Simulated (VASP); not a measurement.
Input of a VASP 6.6.1 run:

INCAR

```
SYSTEM = AlNi
ALGO = Normal
EDIFF = 1E-6
ENCUT = 520
GGA = PE
ISIF = 2
ISMEAR = -1
LASPH = .True.
LCHARG = .False.
LREAL = .False.
LWAVE = .False.
NBANDS = 21
NELM = 80
PREC = Accurate
SIGMA = 0.1
```

The input KPOINTS:

```
k-points
0
Gamma
  11 11 7
  0 0 0
```

POSCAR

```
AlNi
1.0
    2.5484398655      0.0000000000      0.0000000000
   -1.2742199327      2.2070136636      0.0000000000
    0.0000000000      0.0000000000      7.2837507065
Ni Al
2 2
Direct
    0.0000000000      0.0000000000      0.0000000000
    0.0000000000      0.0000000000      0.5000000000
    0.3333333333      0.6666666667      0.2500000000
    0.6666666667      0.3333333333      0.7500000000
```

Potentials or basis: VASP PAW PBE potentials, release 64 (Ni, Al).

Run with:

```console
$ cat potpaw_PBE.64/Ni/POTCAR potpaw_PBE.64/Al/POTCAR > POTCAR
$ mpirun -np 1 vasp_std > vasp.out
```

Question: Predict the pressure.

Answer: 46.7 GPa.

Question: Predict the band gap on the k mesh.

Answer: Zero (band 13 reaches 13.14 eV, above the bottom of band 14 at 10.42 eV).

Stress tensor (GPa, compression positive):
```
46.73  0.00  0.00
 0.00 46.73  0.00
 0.00  0.00 46.50
```

 Spin polarisation is off, so any magnetic state and its effect on volume and gap are missing.
